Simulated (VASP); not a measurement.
Here is a VASP 6.6.1 calculation.

File INCAR:

```
PREC = Accurate
ENCUT = 600
EDIFF = 1E-7
ISMEAR = 0
SIGMA = 0.01
LREAL = False
LASPH = True
NELM = 120
ALGO = Normal
ISIF = 3
LWAVE = False
LCHARG = False
GGA = PS
IBRION = 2
NSW = 60
EDIFFG = -0.03
PSTRESS = 100.0
GGA_COMPAT = False
NELMIN = 4
```

File KPOINTS:

```
regular mesh
0
Gamma
  7 7 7
```

Contents of POSCAR:

```
MgS
1.0
    0.0000000000      2.6016500000      2.6016500000
    2.6016500000      0.0000000000      2.6016500000
    2.6016500000      2.6016500000      0.0000000000
Mg S
1 1
Direct
    0.0000000000      0.0000000000      0.0000000000
    0.5000000000      0.5000000000      0.5000000000
```

Potentials or basis: VASP PAW PBE potentials, release 64 (Mg, S).

The run is started by

```console
$ cat potpaw_PBE.64/Mg/POTCAR potpaw_PBE.64/S/POTCAR > POTCAR
$ mpirun -np 1 vasp_std > vasp.out
```

(1) What does it give for the relaxed volume?

(2) Predict the band gap on the k mesh.

(3) Estimate the space group after relaxing (to 0.05 Å).

Results:

(1) 15.67 Å³/atom.

(2) 3.16 eV, indirect (least direct gap 4.57 eV).

(3) Fm-3m (No. 225).

Caveat: the cell is relaxed towards a set pressure, so the enthalpy falls and the energy may rise; the PAW data sets were made with another functional, which shifts forces and pressure a little.
